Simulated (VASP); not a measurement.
KBr, 2 atoms in the cell. Symmetry: I-4m2, No. 119, tetragonal system. The conventional cell has a = 5.216 Å, b = 5.216 Å, c = 7.329 Å, α = 90.00°, β = 90.00°, γ = 90.00°. K (site symmetry -4m2) has 4 Br at 3.19 Å within 4.2 Å. Br (site symmetry -4m2) has 4 K at 3.19 Å within 4.2 Å.  This cell differs from its parent crystal: uniaxial x strain -0.6%.

- Program: VASP 6.6.1
- Task: single point
- Functional: HSE06
- Potentials or basis: VASP PAW PBE potentials, release 64 (K_sv, Br)
- Cutoff: 520 eV
- k mesh: 4 × 4 × 4
- Occupations: gaussian, width 0.01 eV
- Spin: no spin polarisation
- Dipole correction: no
- Grid for exact exchange (PRECFOCK): Normal
- Further INCAR settings: ALGO = Normal; EDIFF = 1e-07; NBANDS = 15
- Share of exact exchange: 0.25
- Screening parameter: 0.2079 1/Å

Potentials or basis: VASP PAW PBE potentials, release 64 (K_sv, Br).

Command:

```bash
$ cat potpaw_PBE.64/K_sv/POTCAR potpaw_PBE.64/Br/POTCAR > POTCAR
$ cp INCAR.step1 INCAR
$ mpirun -np 1 vasp_std > vasp.out
$ cp INCAR.step2 INCAR
$ mpirun -np 1 vasp_std > vasp.out
```

Hardware: 1 thread of Oxide Virtual Turin-like Processor, on a shared host.

Q: Estimate the wall time of this run.

A: Run time: 16 min on 1 thread of Oxide Virtual Turin-like Processor, with other jobs on the host, peak memory 0.32 GiB. Counts: k points 13.
